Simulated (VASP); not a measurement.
Runs of VASP 6.6.1 on MgSe5. The structure is that of space group P6/mmm (No. 191), or close to it. The cells are those of the table. The cell was built from a structure type or drawn by symmetry, and may not be a known phase.

```csv
task,cell,k mesh,cutoff (eV),gap on the mesh (eV),pressure (GPa),relaxed volume (Å³/atom)
single point,"a = 5.551, b = 5.551, c = 5.291 Å, angles 90.0, 90.0, 120.0°, 6 atoms",6 × 6 × 8,520,none,0.0,-
relaxation of cell and atoms,"relaxed from a = 6.046, b = 6.046, c = 4.506 Å, angles 90.0, 90.0, 120.0°, 6 atoms",6 × 6 × 8,600,none,0.0,(a)
relaxation of cell and atoms,"relaxed from a = 6.119, b = 6.119, c = 5.099 Å, angles 90.0, 90.0, 120.0°, 6 atoms",3 × 3 × 4,600,none,0.0,23.81
single point,"a = 6.046, b = 6.046, c = 4.506 Å, angles 90.0, 90.0, 120.0°, 6 atoms",3 × 3 × 4,520,none,0.1,-
```

Alike in all rows: level PBE; potentials or basis VASP PAW PBE potentials, release 64 (Mg, Se); no spin polarisation; smearing gaussian 0.1 eV.

**Question.** Fill in the values left out.

**Answer.** (a) 23.52.

Caveats: some runs use coarse meshes; a cell axis changed by over 15 % at a fixed basis, so the end point is rough (at least some runs).

A k mesh can miss the band edges, and the runs leave out spin-orbit coupling on Se.

A gap of «none» marks levels without a gap at the run's occupations.
